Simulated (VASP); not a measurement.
# Ga (P6_3/mmc) in VASP: further runs

Runs on Ga. Level: PBE. Tasks: single point.

Everything below comes from runs of VASP 6.6.1. Logs are shortened: lines on timing, memory, paths and dates and some standing lists are left out, and cuts for length are marked.

**1. The cell of the first run**

Symmetry: P6_3/mmc, No. 194, hexagonal system. Conventional cell: a = 2.981 Å, b = 2.981 Å, c = 4.817 Å, α = 90.00°, β = 90.00°, γ = 120.00°. Ga (site symmetry -6m2) has 12 Ga at 2.96 to 2.98 Å within 3.9 Å.

This isn't the form of Ga at room conditions, which is orthorhombic.

**2. Single point, PBE (18.53 Å³/atom)**

The input, INCAR:

```
SYSTEM = Ga
PREC     = Accurate       ! precision mode
ENCUT    = 520            ! plane-wave cutoff, eV
EDIFF    = 1E-6           ! SCF threshold, eV
ISMEAR   = -1             ! smearing method
SIGMA    = 0.05           ! smearing width, eV
LREAL    = .FALSE.        ! projectors in reciprocal space
LASPH    = .TRUE.         ! aspherical terms in the spheres
NELM     = 60             ! most SCF steps
ALGO     = Normal         ! electronic algorithm
ISIF     = 2              ! what is computed and relaxed
LWAVE    = .FALSE.        ! write WAVECAR
LCHARG   = .FALSE.        ! write CHGCAR
GGA      = PE             ! functional
NBANDS   = 20             ! bands
```

The input, KPOINTS:

```
regular mesh
0
G
  18 18 10
  0 0 0
```

The input, POSCAR:

```
Ga
1.0
    2.9806155767      0.0000000000      0.0000000000
   -1.4903077884      2.5812888084      0.0000000000
    0.0000000000      0.0000000000      4.8169416775
Ga
2
Direct
    0.3333333333      0.6666666667      0.2500000000
    0.6666666667      0.3333333333      0.7500000000
```

Potentials or basis: VASP PAW PBE potentials, release 64 (Ga_d).

Run with:

```
> cat potpaw_PBE.64/Ga_d/POTCAR > POTCAR
> mpirun -np 1 vasp_std > vasp.out
```

OUTCAR:

```text
SYSTEM = Ga
   PREC = Accurate
   ENCUT = 520
   EDIFF = 1E-6
   ISMEAR = -1
   LREAL = .FALSE.
   LASPH = .TRUE.
   NELM = 60
   ISIF = 2
   GGA = PE

 ion  position               nearest neighbor table
   1  0.333  0.667  0.250-
   2  0.667  0.333  0.750-

  LATTYP: Found a hexagonal cell.
 ALAT       =     2.9806155767
 C/A-ratio  =     1.6160895471

  Lattice vectors:

 A1 = (   2.9806155767,   0.0000000000,   0.0000000000)
 A2 = (  -1.4903077884,   2.5812888084,   0.0000000000)
 A3 = (   0.0000000000,   0.0000000000,   4.8169416775)

Analysis of symmetry for initial positions (statically):
=====================================================================
 Subroutine PRICEL returns:
 Original cell was already a primitive cell.

 Routine SETGRP: Setting up the symmetry group for a
 hexagonal supercell.

 Subroutine GETGRP returns: Found 24 space group operations
 (whereof 12 operations were pure point group operations)
 out of a pool of 24 trial point group operations.

The static configuration has the point symmetry D_3d.
 The point group associated with its full space group is D_6h.

Analysis of symmetry for dynamics (positions and initial velocities):
=====================================================================
 Subroutine PRICEL returns:
 Original cell was already a primitive cell.

 Routine SETGRP: Setting up the symmetry group for a
 hexagonal supercell.

 Subroutine GETGRP returns: Found 24 space group operations
 (whereof 12 operations were pure point group operations)
 out of a pool of 24 trial point group operations.

The dynamic configuration has the point symmetry D_3d.
 The point group associated with its full space group is D_6h.

 Subroutine INISYM returns: Found 24 space group operations
 (whereof 12 operations are pure point group operations),
 and found     1 'primitive' translations

----------------------------------------------------------------------------------------

                                     Primitive cell

  volume of cell :      37.0607

  direct lattice vectors                    reciprocal lattice vectors
     2.980615577  0.000000000  0.000000000     0.335501166  0.193701688  0.000000000
    -1.490307788  2.581288808  0.000000000     0.000000000  0.387403376  0.000000000
     0.000000000  0.000000000  4.816941678     0.000000000  0.000000000  0.207600604

  length of vectors
     2.980615577  2.980615577  4.816941678     0.387403376  0.387403376  0.207600604

[... 71 lines left out ...]
   PREC   = accura    normal or accurate (medium, high low for compatibility)
   ISTART =      0    job   : 0-new  1-cont  2-samecut
   ICHARG =      2    charge: 1-file 2-atom 10-const
   ISPIN  =      1    spin polarized calculation?
   LNONCOLLINEAR =      F non collinear calculations
   LSORBIT =      F    spin-orbit coupling
   LASPH  =      T    aspherical Exc in radial PAW
   ENCUT  =  520.0 eV  38.22 Ry    6.18 a.u.   5.54  5.54  8.96*2*pi/ulx,y,z
   NELM   =     60;   NELMIN=  2; NELMDL= -5     # of ELM steps
   EDIFF  = 0.1E-05   stopping-criterion for ELM
   LREAL  =      F    real-space projection
   EDIFFG = 0.1E-04   stopping-criterion for IOM
   NSW    =      0    number of steps for IOM
   IBRION =     -1    ionic relax: 0-MD 1-quasi-New 2-CG
   NFREE  =      0    steps in history (QN), initial steepest desc. (CG)
   ISIF   =      2    stress and relaxation
   ISYM   =      2    0-nonsym 1-usesym 2-fastsym
   POTIM  = 0.5000    time-step for ionic-motion
   TEBEG  =    0.0;   TEEND  =   0.0 temperature during run
   PSTRESS=    0.0 pullay stress
   NELECT =      26.0000    total number of electrons
   NUPDOWN=      -1.0000    fix difference up-down
   EMIN   =  10.00;   EMAX   =-10.00  energy-range for DOS
   EFERMI =   0.00;   METHOD = LEGACY
   ISMEAR =    -1;   SIGMA  =   0.05  broadening in eV -4-tet -1-fermi 0-gaus
   EFERMI_NEDOS =   21; number of points for ismear=-14 and -15
   IALGO  =     38    algorithm
   IMIX   =      4    mixing-type and parameters
     AMIX     =   0.40;   BMIX     =  1.00
     AMIX_MAG =   1.60;   BMIX_MAG =  1.00
  volume/ion in A,a.u.               =      18.53       125.05
  Fermi-wavevector in a.u.,A,eV,Ry     =   1.454659  2.748908 28.790387  2.116034
  Thomas-Fermi vector in A             =   2.571784
   LORBIT       =      0    0 simple, 1 ext, 2 COOP (PROOUT), +10 PAW based schemes
   GGA     = PE    functional components
   LHFCALC =     F    Hartree Fock is set to
   AEXX    =    0.0000 exact exchange contribution
   IVDW    =     0    specifies the selected vdW correction
   LEPSILON=     F    determine dielectric tensor
   LRPA    =     F    only Hartree local field effects (RPA)
 non-spin polarized calculation
  energy-cutoff  :      520.00
  volume of cell :       37.06
 maximum number of plane-waves:      1026
 NGX is ok and might be reduce to    24
   NGX = 11   NGY = 11   NGZ = 17

 number of electron      26.0000020 magnetization

 Free energy of the ion-electron system (eV)
  ---------------------------------------------------
  ext. energy  EPLUGINS =         0.00000000
  ---------------------------------------------------
  free energy    TOTEN  =        -5.75347347 eV

  energy without entropy =       -5.74577924  energy(sigma->0) =       -5.74962636

 E-fermi :   5.7573     XC(G=0): -11.1108

 val. band max:        5.7389344278   @ k =   0.2778   0.2222   0.1000
 cond. band min:       5.7602308342   @ k =   0.3333   0.2778   0.5000
 fundamental gap:      0.0212964063
 Fermi energy:         5.7573366733

 k-point     1 :       0.0000    0.0000    0.0000
  band No.  band energies     occupation
      1      -9.2685      2.00000
      2      -9.1813      2.00000
      3      -9.1687      2.00000
      4      -9.1687      2.00000
      5      -9.1446      2.00000
      6      -9.1446      2.00000
[... 541 lines left out ...]
     19      16.1683      0.00000
     20      16.7696      0.00000

 [... further k-points ...]
[... 5 lines left out ...]
  --------------------------------------------------------------------------------------
  -------------------------------------------------------------------------------------
  Total        0.3625825      0.3625825      0.3655956     -0.0000000     -0.0000000     -0.0000000
  in kB       15.6748531     15.6748531     15.8051125     -0.0000000     -0.0000000     -0.0000000
  external PRESSURE =      15.7182729 kB  Pullay stress =       0.0000000 kB

 VOLUME and BASIS-vectors are now :
 -----------------------------------------------------------------------------
  energy-cutoff  :      520.00
  volume of cell :       37.06
      direct lattice vectors                 reciprocal lattice vectors
     2.980615577  0.000000000  0.000000000     0.335501166  0.193701688  0.000000000
    -1.490307788  2.581288808  0.000000000     0.000000000  0.387403376  0.000000000
     0.000000000  0.000000000  4.816941678     0.000000000  0.000000000  0.207600604

 POSITION                                       TOTAL-FORCE (eV/Angst)
 -----------------------------------------------------------------------------------
     -0.00000      1.72086      1.20424         0.000000     -0.000000     -0.000000
      1.49031      0.86043      3.61271        -0.000000      0.000000      0.000000
 -----------------------------------------------------------------------------------
    total drift:                               -0.000000      0.000000      0.000000

  FREE ENERGIE OF THE ION-ELECTRON SYSTEM (eV)
  ---------------------------------------------------
  free  energy   TOTEN  =        -5.7534734705 eV

  energy  without entropy=       -5.7457792433  energy(sigma->0) =       -5.74962636
```

OSZICAR:

```text
N       E                     dE             d eps       ncg     rms          rms(c)
DAV:   1     0.133152345813E+03    0.13315E+03   -0.13256E+04  9320   0.247E+03
DAV:   2     0.569995671153E+01   -0.12745E+03   -0.12412E+03  9144   0.386E+02
DAV:   3    -0.563925770634E+01   -0.11339E+02   -0.11275E+02 10112   0.943E+01
DAV:   4    -0.580733554331E+01   -0.16808E+00   -0.16795E+00 10192   0.126E+01
DAV:   5    -0.581022723846E+01   -0.28917E-02   -0.28915E-02 10424   0.163E+00    0.117E+00
DAV:   6    -0.576551409417E+01    0.44713E-01   -0.75714E-02 11992   0.449E+00    0.593E-01
DAV:   7    -0.575467159018E+01    0.10843E-01   -0.15143E-02 13056   0.165E+00    0.160E-01
DAV:   8    -0.575346396593E+01    0.12076E-02   -0.15408E-03  9864   0.565E-01    0.104E-02
DAV:   9    -0.575347160069E+01   -0.76348E-05   -0.40724E-05 11988   0.596E-02    0.498E-03
DAV:  10    -0.575347363257E+01   -0.20319E-05   -0.17847E-06  7536   0.168E-02    0.449E-04
DAV:  11    -0.575347347049E+01    0.16208E-06   -0.14864E-07  5680   0.485E-03
   1 F= -.57534735E+01 E0= -.57496264E+01  d E =-.769423E-02
```

stdout:

```text
POSCAR found type information on POSCAR Ga
 POSCAR found :  1 types and       2 ions
 scaLAPACK will be used
 LDA part: xc-table for (Slater+PW92), standard interpolation
 POSCAR, INCAR and KPOINTS ok, starting setup
 FFT: planning ... GRIDC
 FFT: planning ... GRID_SOFT
 FFT: planning ... GRID
 WAVECAR not read
 entering main loop
```

Run time: 2.2 min. Hardware: 1 thread of Intel Xeon 8259CL, shared host; peak memory 0.25 GiB.

What came out:

| Quantity | Value |
| --- | --- |
| Free energy | -5.7535 eV |
| Pressure | 1.6 GPa |
| Band gap on the k mesh | zero (bands 13 and 14 overlap by 7.70 eV) |

Levels at points of the mesh, in eV from the Fermi level:
| k point | band 11 | band 12 | band 13 | band 14 | band 15 | band 16 |
| --- | --- | --- | --- | --- | --- | --- |
| (0.00, 0.00, 0.00) | -11.22 | -4.87 | -4.03 | 9.65 | 9.65 | 11.65 |
| (0.50, 0.00, 0.00) | -5.74 | -4.97 | 0.52 | 0.69 | 1.01 | 3.15 |
| (0.00, 0.00, 0.50) | -9.54 | -9.54 | 3.82 | 3.82 | 10.87 | 10.87 |
| (0.50, 0.00, 0.50) | -4.15 | -4.15 | -3.22 | -3.22 | 6.59 | 6.59 |

**3. Single point, PBE**

This run uses another cell than the first one, of 19.10 Å³/atom.

The input, INCAR:

```
PREC     = Accurate       # precision mode
ENCUT    = 520            # plane-wave cutoff, eV
EDIFF    = 1E-6           # SCF threshold, eV
ISMEAR   = -1             # smearing method
SIGMA    = 0.05           # smearing width, eV
LREAL    = F              # projectors in reciprocal space
LASPH    = T              # aspherical terms in the spheres
NELM     = 100            # most SCF steps
ALGO     = Normal         # electronic algorithm
ISIF     = 2              # what is computed and relaxed
LWAVE    = F              # write WAVECAR
LCHARG   = T              # write CHGCAR
GGA      = PE             # functional
LELF     = T              # ELF
LVHAR    = T            
NBANDS   = 20             # bands
```

The input, KPOINTS:

```
regular mesh
0
Gamma
  18 18 10
```

The input, POSCAR:

```
Ga
1.0
    3.0110321222      0.0000000000      0.0000000000
   -1.5055160611      2.6076303094      0.0000000000
    0.0000000000      0.0000000000      4.8660975386
Ga
2
Direct
    0.3333333333      0.6666666667      0.2500000000
    0.6666666667      0.3333333333      0.7500000000
```

Potentials or basis: VASP PAW PBE potentials, release 64 (Ga_d).

Run with:

```
> cat potpaw_PBE.64/Ga_d/POTCAR > POTCAR
> mpirun -np 1 vasp_std > vasp.out
```

OUTCAR:

```text
PREC = Accurate
   ENCUT = 520
   EDIFF = 1E-6
   ISMEAR = -1
   LREAL = F
   LASPH = T
   NELM = 100
   ISIF = 2
   GGA = PE

 ion  position               nearest neighbor table
   1  0.333  0.667  0.250-
   2  0.667  0.333  0.750-

  LATTYP: Found a hexagonal cell.
 ALAT       =     3.0110321222
 C/A-ratio  =     1.6160895471

  Lattice vectors:

[... 186 lines left out ...]

 k-point     1 :       0.0000    0.0000    0.0000
  band No.  band energies     occupation
      1      -9.5141      2.00000
      2      -9.4377      2.00000
      3      -9.4259      2.00000
      4      -9.4259      2.00000
      5      -9.4039      2.00000
      6      -9.4039      2.00000
[... 541 lines left out ...]
     19      15.7382      0.00000
     20      16.2875      0.00000

 [... further k-points ...]
[... 5 lines left out ...]
  --------------------------------------------------------------------------------------
  -------------------------------------------------------------------------------------
  Total        0.0092144      0.0092144      0.0132964      0.0000000      0.0000000      0.0000000
  in kB        0.3863977      0.3863977      0.5575760      0.0000000      0.0000000      0.0000000
  external PRESSURE =       0.4434571 kB  Pullay stress =       0.0000000 kB

 VOLUME and BASIS-vectors are now :
 -----------------------------------------------------------------------------
  energy-cutoff  :      520.00
  volume of cell :       38.21
      direct lattice vectors                 reciprocal lattice vectors
     3.011032122  0.000000000  0.000000000     0.332112033  0.191744972  0.000000000
    -1.505516061  2.607630309  0.000000000     0.000000000  0.383489943  0.000000000
     0.000000000  0.000000000  4.866097539     0.000000000  0.000000000  0.205503484

 POSITION                                       TOTAL-FORCE (eV/Angst)
 -----------------------------------------------------------------------------------
     -0.00000      1.73842      1.21652        -0.000000     -0.000000      0.000000
      1.50552      0.86921      3.64957         0.000000      0.000000      0.000000
 -----------------------------------------------------------------------------------
    total drift:                                0.000000     -0.000000      0.000000

  FREE ENERGIE OF THE ION-ELECTRON SYSTEM (eV)
  ---------------------------------------------------
  free  energy   TOTEN  =        -5.7590820333 eV

  energy  without entropy=       -5.7512263631  energy(sigma->0) =       -5.75515420
```

OSZICAR:

```text
N       E                     dE             d eps       ncg     rms          rms(c)
DAV:   1     0.133468155398E+03    0.13347E+03   -0.13280E+04  9288   0.245E+03
DAV:   2     0.584734953584E+01   -0.12762E+03   -0.12431E+03  9108   0.388E+02
DAV:   3    -0.563263564871E+01   -0.11480E+02   -0.11398E+02  9992   0.943E+01
DAV:   4    -0.580971206839E+01   -0.17708E+00   -0.17694E+00 10308   0.130E+01
DAV:   5    -0.581258997638E+01   -0.28779E-02   -0.28778E-02 10264   0.163E+00    0.113E+00
DAV:   6    -0.577039080429E+01    0.42199E-01   -0.72313E-02 12008   0.429E+00    0.573E-01
DAV:   7    -0.576019188279E+01    0.10199E-01   -0.14672E-02 12916   0.158E+00    0.156E-01
DAV:   8    -0.575907161380E+01    0.11203E-02   -0.15125E-03  9880   0.556E-01    0.105E-02
DAV:   9    -0.575908021637E+01   -0.86026E-05   -0.40775E-05 11976   0.593E-02    0.492E-03
DAV:  10    -0.575908220883E+01   -0.19925E-05   -0.19576E-06  7612   0.179E-02    0.443E-04
DAV:  11    -0.575908203327E+01    0.17556E-06   -0.15386E-07  5628   0.487E-03
   1 F= -.57590820E+01 E0= -.57551542E+01  d E =-.785567E-02
```

stdout:

```text
POSCAR found type information on POSCAR Ga
 POSCAR found :  1 types and       2 ions
 scaLAPACK will be used
 LDA part: xc-table for (Slater+PW92), standard interpolation
 POSCAR, INCAR and KPOINTS ok, starting setup
 FFT: planning ... GRIDC
 FFT: planning ... GRID_SOFT
 FFT: planning ... GRID
 WAVECAR not read
 entering main loop
```

Run time: 2.5 min. Hardware: 1 thread of Intel Xeon 8259CL, shared host; peak memory 0.25 GiB.

What came out:

```yaml
Free_energy: -5.7591 eV
Pressure: 0.0 GPa
Band_gap_on_the_k_mesh: zero (bands 13 and 14 overlap by 7.47 eV)
```

**4. Single point, PBE (19.68 Å³/atom)**

This run uses another cell than the first one, of 19.68 Å³/atom.

The input, INCAR:

```
PREC = Accurate
ENCUT = 520
EDIFF = 1E-6
ISMEAR = -1
SIGMA = 0.05
LREAL = False
LASPH = True
NELM = 80
ALGO = Normal
ISIF = 2
LWAVE = False
LCHARG = True
GGA = PE
LELF = True
LVHAR = True
NBANDS = 20
```

The input, KPOINTS:

```
Automatic mesh
0
Gamma
  18 18 10
```

The input, POSCAR:

```
Ga
1.0
    3.0408462604      0.0000000000      0.0000000000
   -1.5204231302      2.6334501105      0.0000000000
    0.0000000000      0.0000000000      4.9142798557
Ga
2
Direct
    0.3333333333      0.6666666667      0.2500000000
    0.6666666667      0.3333333333      0.7500000000
```

Run with:

```
> cat potpaw_PBE.64/Ga_d/POTCAR > POTCAR
> mpirun -np 1 vasp_std > vasp.out
```

Wall time 2.7 min (1 thread of Intel Xeon 8259CL, shared host); peak memory 0.27 GiB.

The run converged. Its results:

```yaml
Free_energy: -5.7547 eV
Pressure: -1.2 GPa
Band_gap_on_the_k_mesh: zero (bands 13 and 14 overlap by 7.25 eV)
```

Levels at points of the mesh, in eV from the Fermi level:
```tsv
k point	band 9	band 10	band 11	band 12	band 13	band 14	band 15	band 16	band 17	band 18
(0.00, 0.00, 0.00)	-14.71	-14.71	-10.77	-4.83	-3.76	9.16	9.16	11.09	11.09	12.11
(0.50, 0.00, 0.00)	-14.69	-14.69	-5.61	-4.75	0.28	0.65	1.03	3.11	4.66	8.11
(0.00, 0.00, 0.50)	-14.75	-14.75	-9.17	-9.17	3.63	3.63	10.30	10.30	10.30	10.30
(0.50, 0.00, 0.50)	-14.69	-14.69	-4.11	-4.11	-3.02	-3.02	6.31	6.31	7.15	7.15
```

**5. Summary**

| cell | gap on the mesh (eV) | pressure (GPa) |
| --- | --- | --- |
| a = 2.981, b = 2.981, c = 4.817 Å, angles 90.0, 90.0, 120.0°, 2 atoms | none | 1.6 |
| a = 3.011, b = 3.011, c = 4.866 Å, angles 90.0, 90.0, 120.0°, 2 atoms | none | 0.0 |
| a = 3.041, b = 3.041, c = 4.914 Å, angles 90.0, 90.0, 120.0°, 2 atoms | none | -1.2 |

Alike in all rows: task single point; level PBE; potentials or basis VASP PAW PBE potentials, release 64 (Ga_d); no spin polarisation; k mesh 18 × 18 × 10; cutoff (eV) 520; smearing fermi-dirac 0.05 eV.

Absolute energies hang on the potentials; compare differences alone.
